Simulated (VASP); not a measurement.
Input of a VASP 6.6.1 run:

The input POSCAR:

```
Rb
1.0
   -2.9545118600      2.9545118600      2.7308451950
    2.9545118600     -2.9545118600      2.7308451950
    2.9545118600      2.9545118600     -2.7308451950
Rb
1
Direct
    0.0000000000      0.0000000000      0.0000000000
```

INCAR.step1

```
SYSTEM = Rb
ALGO = Normal ; EDIFF = 1E-5
ENCUT = 400 ; GGA = PE
GGA_COMPAT = .False. ; ISIF = 2
ISMEAR = -1 ; LASPH = .True.
LCHARG = .False. ; LREAL = .False.
LWAVE = .True. ; NBANDS = 10
NELM = 120 ; PREC = Accurate
SIGMA = 0.05
```

INCAR.step2

```
SYSTEM = Rb
AEXX = 0.25 ; ALGO = Normal
EDIFF = 1E-6 ; ENCUT = 400
GGA = PE ; GGA_COMPAT = .False.
HFSCREEN = 0.3 ; ISIF = 2
ISMEAR = -1 ; ISTART = 1
LASPH = .True. ; LCHARG = .False.
LHFCALC = .True. ; LREAL = .False.
LWAVE = .False. ; NBANDS = 10
NELM = 120 ; PREC = Accurate
PRECFOCK = Normal ; SIGMA = 0.05
```

KPOINTS

```
k-points
0
Gamma
  4 4 4
  0 0 0
```

Potentials or basis: VASP PAW PBE potentials, release 64 (Rb_sv).

Command:

```sh
$ cat potpaw_PBE.64/Rb_sv/POTCAR > POTCAR
$ cp INCAR.step1 INCAR
$ mpirun -np 1 vasp_std > vasp.out
$ cp INCAR.step2 INCAR
$ mpirun -np 1 vasp_std > vasp.out
```

(1) Estimate the pressure.

(2) Predict the band gap on the k mesh.

Answers

(1) 0.0 GPa.

(2) zero (an odd number of electrons rules out a gap without spin polarisation).

Caveat: the k points lie up to 0.39 Å⁻¹ apart, too coarse for converged energies and pressures of a metal; the PAW data sets were made with another functional, which shifts forces and pressure a little.
